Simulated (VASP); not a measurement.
# BaTiO3 (R3m) in VASP: further runs

BaTiO3 is run at these levels: PBE; tasks: single point.

Program: VASP 6.6.1. These are calculated values, not measurements. Logs are shortened: lines on timing, memory, paths and dates and some standing lists are left out, and cuts for length are marked.

## (1) The cell of the first run

Symmetry: R3m, No. 160, trigonal system. The conventional cell has a = 5.726 Å, b = 5.726 Å, c = 7.069 Å, α = 90.00°, β = 90.00°, γ = 120.00°. Within 3.8 Å of Ba (site symmetry 3m) lie 12 O at 2.85 to 2.91 Å and 8 Ti at 3.28 to 3.79 Å. Within 2.5 Å of Ti (site symmetry 3m) lie 6 O at 1.87 to 2.21 Å. O (site symmetry m) has 2 Ti at 1.87 to 2.21 Å within 2.5 Å.

## (2) Single point, PBE (atom 1 (Ba) moved +0.150 Å towards its neighbour atom 2 (Ti) at 3.434 Å)

Contents of INCAR:

```
SYSTEM = BaTiO3
  ALGO = Normal
  EDIFF = 1E-6
  ENCUT = 520
  GGA = PE
  ISIF = 2
  ISMEAR = 0
  LASPH = .TRUE.
  LCHARG = .TRUE.
  LELF = .TRUE.
  LREAL = .FALSE.
  LVHAR = .TRUE.
  LWAVE = .FALSE.
  NBANDS = 28
  NELM = 80
  PREC = Accurate
  SIGMA = 0.05
```

Contents of KPOINTS:

```
k-points
0
G
  6 6 6
  0 0 0
```

Contents of POSCAR:

```
BaTiO3
1.0
    2.8630706910      1.6529946342      2.3563003940
   -2.8630706910      1.6529946342      2.3563003940
    0.0000000000     -3.3059892684      2.3563003940
Ba Ti O
1 1 3
Direct
   -0.0162651848     -0.0162651848     -0.0162651848
    0.5191875227      0.5191875227      0.5191875227
    0.4883938465      0.4883938465      0.9777702638
    0.4883938465      0.9777702638      0.4883938465
    0.9777702638      0.4883938465      0.4883938465
```

Potentials or basis: VASP PAW PBE potentials, release 64 (Ba_sv, Ti_sv, O).

Started as:

```console
$ cat potpaw_PBE.64/Ba_sv/POTCAR potpaw_PBE.64/Ti_sv/POTCAR potpaw_PBE.64/O/POTCAR > POTCAR
$ mpirun -np 1 vasp_std > vasp.out
```

OUTCAR:

```text
SYSTEM = BaTiO3
   EDIFF = 1E-6
   ENCUT = 520
   GGA = PE
   ISIF = 2
   ISMEAR = 0
   LASPH = .TRUE.
   LREAL = .FALSE.
   NELM = 80
   PREC = Accurate

 ion  position               nearest neighbor table
   1  0.984  0.984  0.984-   4 2.85   5 2.85   3 2.85   3 2.86   3 2.86   5 2.86   4 2.86   5 2.86
                             4 2.86   5 2.91   4 2.91   3 2.91   2 3.28   2 3.43   2 3.43   2 3.43
   2  0.519  0.519  0.519-   4 1.87   5 1.87   3 1.87   4 2.21   5 2.21   3 2.21   1 3.28   1 3.43
                             1 3.43   1 3.43   1 3.60   1 3.60   1 3.60   1 3.79
   3  0.488  0.488  0.978-   2 1.87   2 2.21   1 2.85   1 2.86   1 2.86   1 2.91
   4  0.488  0.978  0.488-   2 1.87   2 2.21   1 2.85   1 2.86   1 2.86   1 2.91
   5  0.978  0.488  0.488-   2 1.87   2 2.21   1 2.85   1 2.86   1 2.86   1 2.91

  LATTYP: Found a trigonal (rhomboedric) cell.
 ALAT       =     4.0597680462
 COS(alpha) =     0.0053009664

  Lattice vectors:

 A1 = (   2.8630706910,   1.6529946342,   2.3563003940)
 A2 = (  -2.8630706910,   1.6529946342,   2.3563003940)
 A3 = (   0.0000000000,  -3.3059892684,   2.3563003940)

Analysis of symmetry for initial positions (statically):
=====================================================================
 Subroutine PRICEL returns:
 Original cell was already a primitive cell.

 Routine SETGRP: Setting up the symmetry group for a
 trigonal (rhombohedral) supercell.

 Subroutine GETGRP returns: Found  6 space group operations
 (whereof  6 operations were pure point group operations)
 out of a pool of 12 trial point group operations.

The static configuration has the point symmetry C_3v.

Analysis of symmetry for dynamics (positions and initial velocities):
=====================================================================
 Subroutine PRICEL returns:
 Original cell was already a primitive cell.

 Routine SETGRP: Setting up the symmetry group for a
 trigonal (rhombohedral) supercell.

 Subroutine GETGRP returns: Found  6 space group operations
 (whereof  6 operations were pure point group operations)
 out of a pool of 12 trial point group operations.

The dynamic configuration has the point symmetry C_3v.

 Subroutine INISYM returns: Found  6 space group operations
 (whereof  6 operations are pure point group operations),
 and found     1 'primitive' translations

----------------------------------------------------------------------------------------

                                     Primitive cell

  volume of cell :      66.9091

  direct lattice vectors                    reciprocal lattice vectors
     2.863070691  1.652994634  2.356300394     0.174637672  0.100827107  0.141464702
    -2.863070691  1.652994634  2.356300394    -0.174637672  0.100827107  0.141464702
     0.000000000 -3.305989268  2.356300394     0.000000000 -0.201654214  0.141464702

  length of vectors
     4.059768046  4.059768046  4.059768046     0.246326377  0.246326377  0.246326377

  position of ions in fractional coordinates (direct lattice)
     0.983734815  0.983734815  0.983734815
     0.519187523  0.519187523  0.519187523
     0.488393847  0.488393847  0.977770264
     0.488393847  0.977770264  0.488393847
     0.977770264  0.488393847  0.488393847

  ion indices of the primitive-cell ions
   primitive index   ion index
                 1           1
                 2           2
                 3           3
                 4           4
                 5           5

----------------------------------------------------------------------------------------

 KPOINTS: k-points

Automatic generation of k-mesh.
 Grid dimensions read from file:
 generate k-points for:    6    6    6

 Generating k-lattice:

  Cartesian coordinates                     Fractional coordinates (reciprocal lattice)
     0.029106279  0.016804518  0.023577450     0.166666667 -0.000000000  0.000000000
    -0.029106279  0.016804518  0.023577450    -0.000000000  0.166666667  0.000000000
     0.000000000 -0.033609036  0.023577450     0.000000000  0.000000000  0.166666667

  Length of vectors
     0.041054396  0.041054396  0.041054396

  Shift w.r.t. Gamma in fractional coordinates (k-lattice)
     0.000000000  0.000000000  0.000000000

 Subroutine IBZKPT returns following result:
 ===========================================

 Found     32 irreducible k-points:

 Following reciprocal coordinates:
            Coordinates               Weight
  0.000000  0.000000  0.000000      1.000000
  0.166667  0.000000 -0.000000      6.000000
  0.333333  0.000000  0.000000      6.000000
  0.500000  0.000000  0.000000      3.000000
  0.166667  0.166667  0.000000      6.000000
  0.333333  0.166667  0.000000     12.000000
[... 16 lines left out ...]
  0.500000  0.500000  0.166667      6.000000
 -0.333333  0.500000  0.166667     12.000000
 [... further k-points ...]
   k-points           NKPTS =     32   k-points in BZ     NKDIM =     32   number of bands    NBANDS=     28
   number of dos      NEDOS =    301   number of ions     NIONS =      5
   total plane-waves  NPLWV =  27000
   dimension x,y,z NGX =    30 NGY =   30 NGZ =   30
   dimension x,y,z NGXF=    60 NGYF=   60 NGZF=   60
   ions per type =               1   1   3
   NGX,Y,Z   is equivalent  to a cutoff of  12.28, 12.28, 12.28 a.u.
   NGXF,Y,Z  is equivalent  to a cutoff of  24.57, 24.57, 24.57 a.u.
 SYSTEM =  BaTiO3
   PREC   = accura    normal or accurate (medium, high low for compatibility)
   ISTART =      0    job   : 0-new  1-cont  2-samecut
   ICHARG =      2    charge: 1-file 2-atom 10-const
   ISPIN  =      1    spin polarized calculation?
   LNONCOLLINEAR =      F non collinear calculations
   LSORBIT =      F    spin-orbit coupling
   LASPH  =      T    aspherical Exc in radial PAW
   ENCUT  =  520.0 eV  38.22 Ry    6.18 a.u.   7.55  7.55  7.55*2*pi/ulx,y,z
   NELM   =     80;   NELMIN=  2; NELMDL= -5     # of ELM steps
   EDIFF  = 0.1E-05   stopping-criterion for ELM
   LREAL  =      F    real-space projection
   EDIFFG = 0.1E-04   stopping-criterion for IOM
   NSW    =      0    number of steps for IOM
   IBRION =     -1    ionic relax: 0-MD 1-quasi-New 2-CG
   NFREE  =      0    steps in history (QN), initial steepest desc. (CG)
   ISIF   =      2    stress and relaxation
   ISYM   =      2    0-nonsym 1-usesym 2-fastsym
   POTIM  = 0.5000    time-step for ionic-motion
   TEBEG  =    0.0;   TEEND  =   0.0 temperature during run
   PSTRESS=    0.0 pullay stress
   NELECT =      40.0000    total number of electrons
   NUPDOWN=      -1.0000    fix difference up-down
   EMIN   =  10.00;   EMAX   =-10.00  energy-range for DOS
   EFERMI =   0.00;   METHOD = LEGACY
   ISMEAR =     0;   SIGMA  =   0.05  broadening in eV -4-tet -1-fermi 0-gaus
   EFERMI_NEDOS =   21; number of points for ismear=-14 and -15
   IALGO  =     38    algorithm
   IMIX   =      4    mixing-type and parameters
     AMIX     =   0.40;   BMIX     =  1.00
     AMIX_MAG =   1.60;   BMIX_MAG =  1.00
  volume/ion in A,a.u.               =      13.38        90.31
  Fermi-wavevector in a.u.,A,eV,Ry     =   1.379112  2.606145 25.877617  1.901951
  Thomas-Fermi vector in A             =   2.504112
   LORBIT       =      0    0 simple, 1 ext, 2 COOP (PROOUT), +10 PAW based schemes
   GGA     = PE    functional components
   LHFCALC =     F    Hartree Fock is set to
   AEXX    =    0.0000 exact exchange contribution
   IVDW    =     0    specifies the selected vdW correction
   LEPSILON=     F    determine dielectric tensor
   LRPA    =     F    only Hartree local field effects (RPA)
 non-spin polarized calculation
 Gauss-broadening in eV      SIGMA  =   0.05
  energy-cutoff  :      520.00
  volume of cell :       66.91
 maximum number of plane-waves:      1820
   NGX = 15   NGY = 15   NGZ = 15

 number of electron      40.0000013 magnetization

 Free energy of the ion-electron system (eV)
  ---------------------------------------------------
  ext. energy  EPLUGINS =         0.00000000
  ---------------------------------------------------
  free energy    TOTEN  =       -39.99909261 eV

  energy without entropy =      -39.99909261  energy(sigma->0) =      -39.99909261

 E-fermi :   3.7492     XC(G=0): -11.0065

 val. band max:        3.4253429750   @ k =   0.5000   0.5000   0.5000
 cond. band min:       5.9837564366   @ k =   0.0000   0.0000   0.0000
 fundamental gap:      2.5584134615
 Fermi energy:         3.7492025166

 k-point     1 :       0.0000    0.0000    0.0000
  band No.  band energies     occupation
      1     -52.8569      2.00000
      2     -29.1171      2.00000
      3     -29.1111      2.00000
      4     -29.1111      2.00000
      5     -21.4931      2.00000
      6     -13.2767      2.00000
[... 20 lines left out ...]
     27       8.4357      0.00000
     28      10.3710      0.00000

 k-point     2 :       0.1667    0.0000   -0.0000
  band No.  band energies     occupation
      1     -52.8567      2.00000
      2     -29.1249      2.00000
      3     -29.1139      2.00000
      4     -29.1107      2.00000
      5     -21.4701      2.00000
      6     -13.2868      2.00000
[... 20 lines left out ...]
     27       8.9355      0.00000
     28      11.0162      0.00000

 k-point     3 :       0.3333    0.0000    0.0000
  band No.  band energies     occupation
      1     -52.8563      2.00000
      2     -29.1461      2.00000
      3     -29.1135      2.00000
      4     -29.1099      2.00000
      5     -21.4234      2.00000
      6     -13.3736      2.00000
[... 20 lines left out ...]
     27      10.0920      0.00000
     28      11.6020      0.00000

 k-point     4 :       0.5000    0.0000    0.0000
  band No.  band energies     occupation
      1     -52.8561      2.00000
      2     -29.1569      2.00000
      3     -29.1131      2.00000
      4     -29.1095      2.00000
      5     -21.3996      2.00000
      6     -13.4375      2.00000
[... 578 lines left out ...]
     27      10.7458      0.00000
     28      11.6688      0.00000

 k-point    23 :       0.5000    0.5000    0.1667
  band No.  band energies     occupation
      1     -52.8551      2.00000
      2     -29.1554      2.00000
      3     -29.1515      2.00000
      4     -29.1201      2.00000
      5     -21.3242      2.00000
      6     -12.7956      2.00000
[... 20 lines left out ...]
     27      11.7390      0.00000
     28      12.0297      0.00000

 k-point    24 :      -0.3333    0.5000    0.1667
  band No.  band energies     occupation
      1     -52.8553      2.00000
      2     -29.1545      2.00000
      3     -29.1426      2.00000
      4     -29.1205      2.00000
      5     -21.3393      2.00000
      6     -12.9586      2.00000
[... 20 lines left out ...]
     27      11.4005      0.00000
     28      11.8374      0.00000

 [... further k-points ...]

------------------------ aborting loop because EDIFF is reached ----------------------------------------

  FORCE on cell =-STRESS in cart. coord.  units (eV):
  Direction    XX          YY          ZZ          XY          YZ          ZX
  --------------------------------------------------------------------------------------
  -------------------------------------------------------------------------------------
  Total        0.6510287      0.6510287      0.8674666      0.0000000      0.0000000      0.0000000
  in kB       15.5892516     15.5892516     20.7719815      0.0000000      0.0000000      0.0000000
  external PRESSURE =      17.3168283 kB  Pullay stress =       0.0000000 kB

 VOLUME and BASIS-vectors are now :
 -----------------------------------------------------------------------------
  energy-cutoff  :      520.00
  volume of cell :       66.91
      direct lattice vectors                 reciprocal lattice vectors
     2.863070691  1.652994634  2.356300394     0.174637672  0.100827107  0.141464702
    -2.863070691  1.652994634  2.356300394    -0.174637672  0.100827107  0.141464702
     0.000000000 -3.305989268  2.356300394     0.000000000 -0.201654214  0.141464702

 POSITION                                       TOTAL-FORCE (eV/Angst)
 -----------------------------------------------------------------------------------
      0.00000      0.00000      6.95392         0.000000     -0.000000      0.787527
      0.00000      0.00000      3.67009         0.000000      0.000000     -0.595359
      0.00000     -1.61787      4.60553         0.000000     -0.006920     -0.064056
     -1.40112      0.80894      4.60553        -0.005993      0.003460     -0.064056
      1.40112      0.80894      4.60553         0.005993      0.003460     -0.064056
 -----------------------------------------------------------------------------------
    total drift:                               -0.000000     -0.000005      0.000522

  FREE ENERGIE OF THE ION-ELECTRON SYSTEM (eV)
  ---------------------------------------------------
  free  energy   TOTEN  =       -39.9990926121 eV

  energy  without entropy=      -39.9990926121  energy(sigma->0) =      -39.99909261
```

Run time: 2.1 min. Hardware: 1 thread of Intel Xeon 8259CL, shared host; peak memory 0.21 GiB.

Results:

```
Free energy            : -39.9991 eV
Pressure               : 1.7 GPa
Largest force          : 0.788 eV/Å
Band gap on the k mesh : 2.56 eV (least direct gap 3.09 eV)
```

Forces in eV/Å, atoms in the order of the input:
```
Ba   0.000  0.000  0.788
Ti   0.000  0.000 -0.595
O    0.000 -0.007 -0.064
O   -0.006  0.003 -0.064
O    0.006  0.003 -0.064
```

Caveat: the cell differs from its parent crystal (atom 1 (Ba) moved +0.150 Å towards its neighbour atom 2 (Ti) at 3.434 Å); spin-orbit coupling is left out, which moves the levels of the heavy elements. A k mesh can miss the band edges.

## (3) Single point, PBE (atom 1 (Ba) moved +0.600 Å towards its neighbour atom 2 (Ti) at 3.434 Å)

Contents of INCAR:

```
SYSTEM = BaTiO3
  PREC = Accurate
  ENCUT = 520
  EDIFF = 1E-6
  ISMEAR = 0
  SIGMA = 0.05
  LREAL = .FALSE.
  LASPH = .TRUE.
  NELM = 100
  ALGO = Normal
  ISIF = 2
  LWAVE = .FALSE.
  LCHARG = .FALSE.
  GGA = PE
  NBANDS = 28
```

Contents of KPOINTS:

```
Automatic mesh
0
G
  6 6 6
  0 0 0
```

Changes to POSCAR since step 2:

```diff
@@ -8,3 +8,3 @@
 Direct
-   -0.0162651848     -0.0162651848     -0.0162651848
+   -0.0799243008     -0.0799243008     -0.0799243008
     0.5191875227      0.5191875227      0.5191875227
```

Potentials or basis: VASP PAW PBE potentials, release 64 (Ba_sv, Ti_sv, O).

Started as:

```console
$ cat potpaw_PBE.64/Ba_sv/POTCAR potpaw_PBE.64/Ti_sv/POTCAR potpaw_PBE.64/O/POTCAR > POTCAR
$ mpirun -np 1 vasp_std > vasp.out
```

Wall time 1.9 min (1 thread of Intel Xeon 8259CL, shared host); peak memory 0.21 GiB.

Results (log left out):

| Property | Result |
| --- | --- |
| Free energy | -38.8409 eV |
| Pressure | 10.1 GPa |
| Largest force | 5.188 eV/Å |
| Band gap on the k mesh | 2.37 eV (least direct gap 2.79 eV) |

Forces in eV/Å, atoms in the order of the input:
```
Ba   0.000  0.000  5.188
Ti   0.000  0.000 -2.911
O    0.000 -0.176 -0.759
O   -0.153  0.088 -0.759
O    0.153  0.088 -0.759
```

Stress tensor (GPa, compression positive):
```
 4.25  0.00  0.00
 0.00  4.25  0.00
 0.00  0.00 21.92
```

Levels at points of the mesh, in eV from the valence-band top:
| k point | band 16 | band 17 | band 18 | band 19 | band 20 | band 21 | band 22 | band 23 | band 24 | band 25 |
| --- | --- | --- | --- | --- | --- | --- | --- | --- | --- | --- |
| (0.00, 0.00, 0.00) | -1.59 | -0.99 | -0.63 | -0.63 | -0.42 | 2.37 | 2.52 | 2.52 | 4.43 | 4.43 |
| (0.50, 0.00, 0.00) | -1.85 | -1.44 | -1.02 | -0.96 | -0.91 | 2.60 | 3.59 | 3.83 | 4.39 | 5.88 |
| (0.50, 0.50, 0.00) | -2.13 | -1.70 | -1.05 | -0.78 | -0.09 | 3.60 | 3.83 | 4.15 | 4.93 | 7.44 |
| (0.50, 0.50, 0.50) | -2.26 | -1.82 | -0.25 | -0.25 | 0.00 | 3.73 | 4.34 | 4.34 | 6.72 | 6.72 |

Caveat: the cell differs from its parent crystal (atom 1 (Ba) moved +0.600 Å towards its neighbour atom 2 (Ti) at 3.434 Å); the stress differs along the axes, from 4 to 22 GPa; spin-orbit coupling is left out, which moves the levels of the heavy elements; forces of over 1 eV/Å act on the atoms, so gaps and moduli don't describe the material at rest.

(Continued in part 2 of 2.)
